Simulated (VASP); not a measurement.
# Cr (Pm-3m) in VASP: notebook

Cr is run at these levels: RPBE; tasks: single point.

Everything below comes from runs of VASP 6.6.1. Logs are shortened: lines on timing, memory, paths and dates and some standing lists are left out, and cuts for length are marked.

### 1 The cell of the first run

Symmetry: Pm-3m, No. 221, cubic system. The conventional cell has a = 2.417 Å, b = 2.417 Å, c = 2.417 Å, α = 90.00°, β = 90.00°, γ = 90.00°. Cr (site symmetry m-3m) has 6 Cr at 2.42 Å within 3.2 Å.

### 2 Single point, RPBE, collinear spin, ferromagnetic start (volume scaled by 1.08)

Contents of INCAR:

```
SYSTEM = Cr
PREC = Accurate
ENCUT = 520
EDIFF = 1E-7
ISMEAR = -1
SIGMA = 0.05
LREAL = .False.
LASPH = .True.
NELM = 150
ALGO = Normal
ISIF = 2
LWAVE = .False.
LCHARG = .False.
ISPIN = 2
MAGMOM = 1.5
LORBIT = 11
LMAXMIX = 4
GGA = RP
NBANDS = 16
```

Contents of KPOINTS:

```
Automatic mesh
0
Gamma
  15 15 15
  0 0 0
```

Contents of POSCAR:

```
Cr
1.0
    2.4171559588      0.0000000000      0.0000000000
    0.0000000000      2.4171559588      0.0000000000
    0.0000000000      0.0000000000      2.4171559588
Cr
1
Direct
    0.0000000000      0.0000000000      0.0000000000
```

Potentials or basis: VASP PAW PBE potentials, release 64 (Cr_pv).

Run with:

```sh
$ cat potpaw_PBE.64/Cr_pv/POTCAR > POTCAR
$ mpirun -np 1 vasp_std > vasp.out
```

OUTCAR:

```text
SYSTEM = Cr
   PREC = Accurate
   ENCUT = 520
   EDIFF = 1E-7
   ISMEAR = -1
   LREAL = .False.
   LASPH = .True.
   NELM = 150
   ISIF = 2
   ISPIN = 2
   LORBIT = 11
   GGA = RP

 ion  position               nearest neighbor table
   1  0.000  0.000  0.000-

  LATTYP: Found a simple cubic cell.
 ALAT       =     2.4171559588

  Lattice vectors:

 A1 = (   2.4171559588,   0.0000000000,   0.0000000000)
 A2 = (   0.0000000000,   2.4171559588,   0.0000000000)
 A3 = (   0.0000000000,   0.0000000000,   2.4171559588)

Analysis of symmetry for initial positions (statically):
=====================================================================
 Subroutine PRICEL returns:
 Original cell was already a primitive cell.

 Routine SETGRP: Setting up the symmetry group for a
 simple cubic supercell.

 Subroutine GETGRP returns: Found 48 space group operations
 (whereof 48 operations were pure point group operations)
 out of a pool of 48 trial point group operations.

The static configuration has the point symmetry O_h .

Analysis of symmetry for dynamics (positions and initial velocities):
=====================================================================
 Subroutine PRICEL returns:
 Original cell was already a primitive cell.

 Routine SETGRP: Setting up the symmetry group for a
 simple cubic supercell.

 Subroutine GETGRP returns: Found 48 space group operations
 (whereof 48 operations were pure point group operations)
 out of a pool of 48 trial point group operations.

The dynamic configuration has the point symmetry O_h .

Analysis of structural, dynamic, and magnetic symmetry:
=====================================================================
 Subroutine PRICEL returns:
 Original cell was already a primitive cell.

 Routine SETGRP: Setting up the symmetry group for a
 simple cubic supercell.

 Subroutine GETGRP returns: Found 48 space group operations
 (whereof 48 operations were pure point group operations)
 out of a pool of 48 trial point group operations.

The overall configuration has the point symmetry O_h .

 Subroutine INISYM returns: Found 48 space group operations
 (whereof 48 operations are pure point group operations),
 and found     1 'primitive' translations

----------------------------------------------------------------------------------------

                                     Primitive cell

  volume of cell :      14.1226

  direct lattice vectors                    reciprocal lattice vectors
     2.417155959  0.000000000  0.000000000     0.413709341  0.000000000  0.000000000
     0.000000000  2.417155959  0.000000000     0.000000000  0.413709341  0.000000000
     0.000000000  0.000000000  2.417155959     0.000000000  0.000000000  0.413709341

  length of vectors
     2.417155959  2.417155959  2.417155959     0.413709341  0.413709341  0.413709341

  position of ions in fractional coordinates (direct lattice)
     0.000000000  0.000000000  0.000000000

  ion indices of the primitive-cell ions
   primitive index   ion index
                 1           1

----------------------------------------------------------------------------------------

 KPOINTS: Automatic mesh

Automatic generation of k-mesh.
 Grid dimensions read from file:
 generate k-points for:   15   15   15

 Generating k-lattice:

  Cartesian coordinates                     Fractional coordinates (reciprocal lattice)
     0.027580623  0.000000000  0.000000000     0.066666667  0.000000000  0.000000000
     0.000000000  0.027580623  0.000000000     0.000000000  0.066666667  0.000000000
     0.000000000  0.000000000  0.027580623     0.000000000  0.000000000  0.066666667

  Length of vectors
     0.027580623  0.027580623  0.027580623

  Shift w.r.t. Gamma in fractional coordinates (k-lattice)
     0.000000000  0.000000000  0.000000000

 Subroutine IBZKPT returns following result:
 ===========================================

 Found    120 irreducible k-points:

 Following reciprocal coordinates:
            Coordinates               Weight
  0.000000  0.000000  0.000000      1.000000
  0.066667  0.000000  0.000000      6.000000
  0.133333  0.000000  0.000000      6.000000
  0.200000  0.000000  0.000000      6.000000
  0.266667  0.000000  0.000000      6.000000
  0.333333  0.000000  0.000000      6.000000
[... 16 lines left out ...]
  0.266667  0.200000  0.000000     24.000000
  0.333333  0.200000  0.000000     24.000000
 [... further k-points ...]
   k-points           NKPTS =    120   k-points in BZ     NKDIM =    120   number of bands    NBANDS=     16
   number of dos      NEDOS =    301   number of ions     NIONS =      1
   total plane-waves  NPLWV =   5832
   dimension x,y,z NGX =    18 NGY =   18 NGZ =   18
   dimension x,y,z NGXF=    36 NGYF=   36 NGZF=   36
   ions per type =               1
   NGX,Y,Z   is equivalent  to a cutoff of  12.38, 12.38, 12.38 a.u.
   NGXF,Y,Z  is equivalent  to a cutoff of  24.76, 24.76, 24.76 a.u.
 SYSTEM =  Cr
   PREC   = accura    normal or accurate (medium, high low for compatibility)
   ISTART =      0    job   : 0-new  1-cont  2-samecut
   ICHARG =      2    charge: 1-file 2-atom 10-const
   ISPIN  =      2    spin polarized calculation?
   LNONCOLLINEAR =      F non collinear calculations
   LSORBIT =      F    spin-orbit coupling
   LASPH  =      T    aspherical Exc in radial PAW
   ENCUT  =  520.0 eV  38.22 Ry    6.18 a.u.   4.49  4.49  4.49*2*pi/ulx,y,z
   NELM   =    150;   NELMIN=  2; NELMDL= -5     # of ELM steps
   EDIFF  = 0.1E-06   stopping-criterion for ELM
   LREAL  =      F    real-space projection
   EDIFFG = 0.1E-05   stopping-criterion for IOM
   NSW    =      0    number of steps for IOM
   IBRION =     -1    ionic relax: 0-MD 1-quasi-New 2-CG
   NFREE  =      0    steps in history (QN), initial steepest desc. (CG)
   ISIF   =      2    stress and relaxation
   ISYM   =      2    0-nonsym 1-usesym 2-fastsym
   POTIM  = 0.5000    time-step for ionic-motion
   TEBEG  =    0.0;   TEEND  =   0.0 temperature during run
   PSTRESS=    0.0 pullay stress
   NELECT =      12.0000    total number of electrons
   NUPDOWN=      -1.0000    fix difference up-down
   EMIN   =  10.00;   EMAX   =-10.00  energy-range for DOS
   EFERMI =   0.00;   METHOD = LEGACY
   ISMEAR =    -1;   SIGMA  =   0.05  broadening in eV -4-tet -1-fermi 0-gaus
   EFERMI_NEDOS =   21; number of points for ismear=-14 and -15
   IALGO  =     38    algorithm
   IMIX   =      4    mixing-type and parameters
     AMIX     =   0.40;   BMIX     =  1.00
     AMIX_MAG =   1.60;   BMIX_MAG =  1.00
  volume/ion in A,a.u.               =      14.12        95.30
  Fermi-wavevector in a.u.,A,eV,Ry     =   1.550591  2.930192 32.712926  2.404332
  Thomas-Fermi vector in A             =   2.655232
   LORBIT       =     11    0 simple, 1 ext, 2 COOP (PROOUT), +10 PAW based schemes
   GGA     = RP    functional components
   LHFCALC =     F    Hartree Fock is set to
   AEXX    =    0.0000 exact exchange contribution
   IVDW    =     0    specifies the selected vdW correction
   LEPSILON=     F    determine dielectric tensor
   LRPA    =     F    only Hartree local field effects (RPA)
 spin polarized calculation
  energy-cutoff  :      520.00
  volume of cell :       14.12
 maximum number of plane-waves:       393
 NGX is ok and might be reduce to    18
   NGX =  9   NGY =  9   NGZ =  9

 number of electron      11.9999993 magnetization       0.0021378

 number of electron      11.9999993 magnetization      -0.0001702

 Free energy of the ion-electron system (eV)
  ---------------------------------------------------
  ext. energy  EPLUGINS =         0.00000000
  ---------------------------------------------------
  free energy    TOTEN  =        -7.94138413 eV

  energy without entropy =       -7.92472597  energy(sigma->0) =       -7.93305505

 E-fermi :   8.5159     XC(G=0): -12.3068

 val. band max:        8.5099645340   @ k =   0.4000   0.2000   0.1333
 cond. band min:       8.5224312757   @ k =   0.4000   0.2667   0.1333
 fundamental gap:      0.0124667416
 Fermi energy:         8.5159265809

 spin component 1

 k-point     1 :       0.0000    0.0000    0.0000
  band No.  band energies     occupation
      1     -34.1749      1.00000
      2     -34.1749      1.00000
      3     -34.1749      1.00000
      4       1.5583      1.00000
      5       5.7439      1.00000
      6       5.7439      1.00000
[... 8 lines left out ...]
     15      31.3759      0.00000
     16      35.0070      0.00000

 k-point     2 :       0.0667    0.0000    0.0000
  band No.  band energies     occupation
      1     -34.2089      1.00000
      2     -34.1721      1.00000
      3     -34.1721      1.00000
      4       1.6891      1.00000
      5       5.7709      1.00000
      6       5.8309      1.00000
[... 8 lines left out ...]
     15      32.1829      0.00000
     16      35.6865      0.00000

 k-point     3 :       0.1333    0.0000    0.0000
  band No.  band energies     occupation
      1     -34.3045      1.00000
      2     -34.1639      1.00000
      3     -34.1639      1.00000
      4       2.0696      1.00000
      5       5.8478      1.00000
      6       6.0821      1.00000
[... 8 lines left out ...]
     15      32.8820      0.00000
     16      37.8838      0.00000

 k-point     4 :       0.2000    0.0000    0.0000
  band No.  band energies     occupation
      1     -34.4438      1.00000
      2     -34.1519      1.00000
      3     -34.1519      1.00000
      4       2.6649      1.00000
      5       5.9635      1.00000
      6       6.4659      1.00000
[... 8 lines left out ...]
     15      33.0868      0.00000
     16      40.9808      0.00000
[... 324 lines left out ...]
 k-point    22 :       0.2000    0.2000    0.0000
  band No.  band energies     occupation
      1     -34.4264      1.00000
      2     -34.4053      1.00000
      3     -34.1294      1.00000
      4       3.6540      1.00000
      5       6.3787      1.00000
      6       7.0148      1.00000
[... 8 lines left out ...]
     15      36.2367      0.00000
     16      38.7569      0.00000

 k-point    23 :       0.2667    0.2000    0.0000
  band No.  band energies     occupation
      1     -34.5715      1.00000
      2     -34.3984      1.00000
      3     -34.1158      1.00000
      4       4.2829      1.00000
      5       6.5092      1.00000
      6       7.4298      1.00000
[... 8 lines left out ...]
     15      34.5291      0.00000
     16      40.0423      0.00000

 k-point    24 :       0.3333    0.2000    0.0000
  band No.  band energies     occupation
      1     -34.7173      1.00000
      2     -34.3827      1.00000
      3     -34.1028      1.00000
      4       4.9372      1.00000
      5       6.5855      1.00000
      6       7.6383      1.00000
[... 8 lines left out ...]
     15      33.1053      0.00000
     16      39.4820      0.00000

 [... further k-points ...]

 spin component 2

 k-point     1 :       0.0000    0.0000    0.0000
  band No.  band energies     occupation
      1     -34.1751      1.00000
      2     -34.1751      1.00000
      3     -34.1751      1.00000
      4       1.5582      1.00000
      5       5.7438      1.00000
      6       5.7438      1.00000
[... 8 lines left out ...]
     15      31.3760      0.00000
     16      35.0071      0.00000

 k-point     2 :       0.0667    0.0000    0.0000
  band No.  band energies     occupation
      1     -34.2091      1.00000
      2     -34.1722      1.00000
      3     -34.1722      1.00000
      4       1.6891      1.00000
      5       5.7708      1.00000
      6       5.8308      1.00000
[... 8 lines left out ...]
     15      32.1829      0.00000
     16      35.6865      0.00000

 k-point     3 :       0.1333    0.0000    0.0000
  band No.  band energies     occupation
      1     -34.3047      1.00000
      2     -34.1641      1.00000
      3     -34.1641      1.00000
      4       2.0696      1.00000
      5       5.8477      1.00000
      6       6.0820      1.00000
[... 8 lines left out ...]
     15      32.8821      0.00000
     16      37.8838      0.00000

 k-point     4 :       0.2000    0.0000    0.0000
  band No.  band energies     occupation
      1     -34.4440      1.00000
      2     -34.1521      1.00000
      3     -34.1521      1.00000
      4       2.6648      1.00000
      5       5.9634      1.00000
      6       6.4658      1.00000
[... 8 lines left out ...]
     15      33.0868      0.00000
     16      40.9807      0.00000
[... 324 lines left out ...]
 k-point    22 :       0.2000    0.2000    0.0000
  band No.  band energies     occupation
      1     -34.4266      1.00000
      2     -34.4054      1.00000
      3     -34.1295      1.00000
      4       3.6540      1.00000
      5       6.3786      1.00000
      6       7.0147      1.00000
[... 8 lines left out ...]
     15      36.2366      0.00000
     16      38.7569      0.00000

 k-point    23 :       0.2667    0.2000    0.0000
  band No.  band energies     occupation
      1     -34.5717      1.00000
      2     -34.3985      1.00000
      3     -34.1160      1.00000
      4       4.2829      1.00000
      5       6.5091      1.00000
      6       7.4297      1.00000
[... 8 lines left out ...]
     15      34.5291      0.00000
     16      40.0422      0.00000

 k-point    24 :       0.3333    0.2000    0.0000
  band No.  band energies     occupation
      1     -34.7175      1.00000
      2     -34.3828      1.00000
      3     -34.1030      1.00000
      4       4.9371      1.00000
      5       6.5854      1.00000
      6       7.6382      1.00000
[... 8 lines left out ...]
     15      33.1052      0.00000
     16      39.4820      0.00000

 [... further k-points ...]
[... 5 lines left out ...]
  --------------------------------------------------------------------------------------
  -------------------------------------------------------------------------------------
  Total       -0.9640819     -0.9640819     -0.9640819      0.0000000      0.0000000      0.0000000
  in kB     -109.3730985   -109.3730985   -109.3730985      0.0000000      0.0000000      0.0000000
  external PRESSURE =    -109.3730985 kB  Pullay stress =       0.0000000 kB

 VOLUME and BASIS-vectors are now :
 -----------------------------------------------------------------------------
  energy-cutoff  :      520.00
  volume of cell :       14.12
      direct lattice vectors                 reciprocal lattice vectors
     2.417155959  0.000000000  0.000000000     0.413709341  0.000000000  0.000000000
     0.000000000  2.417155959  0.000000000     0.000000000  0.413709341  0.000000000
     0.000000000  0.000000000  2.417155959     0.000000000  0.000000000  0.413709341

 POSITION                                       TOTAL-FORCE (eV/Angst)
 -----------------------------------------------------------------------------------
      0.00000      0.00000      0.00000         0.000000      0.000000      0.000000
 -----------------------------------------------------------------------------------
    total drift:                               -0.000000      0.000000      0.000000

  FREE ENERGIE OF THE ION-ELECTRON SYSTEM (eV)
  ---------------------------------------------------
  free  energy   TOTEN  =        -7.9413841334 eV

  energy  without entropy=       -7.9247259703  energy(sigma->0) =       -7.93305505

 total charge

# of ion       s       p       d       tot
------------------------------------------
    1        0.430   6.258   4.225  10.914

 magnetization (x)

# of ion       s       p       d       tot
------------------------------------------
    1       -0.000  -0.000  -0.000  -0.000
```

Run time: 84 s. Hardware: 1 thread of Intel Xeon 8259CL, shared host; peak memory 0.15 GiB.

What came out:

| Quantity | Value |
| --- | --- |
| Free energy | -7.9414 eV |
| Pressure | -10.9 GPa |
| Band gap on the k mesh | zero (filled and empty bands overlap) |
| Net moment | 0.00 μB per cell |
| Valence electrons inside the program's atomic spheres | Cr 10.91 |

Caveat: the starting moments collapsed, and a magnetic state may lie lower; the PAW data sets were made with another functional, which shifts forces and pressure a little.

(Continued in part 2 of 2.)
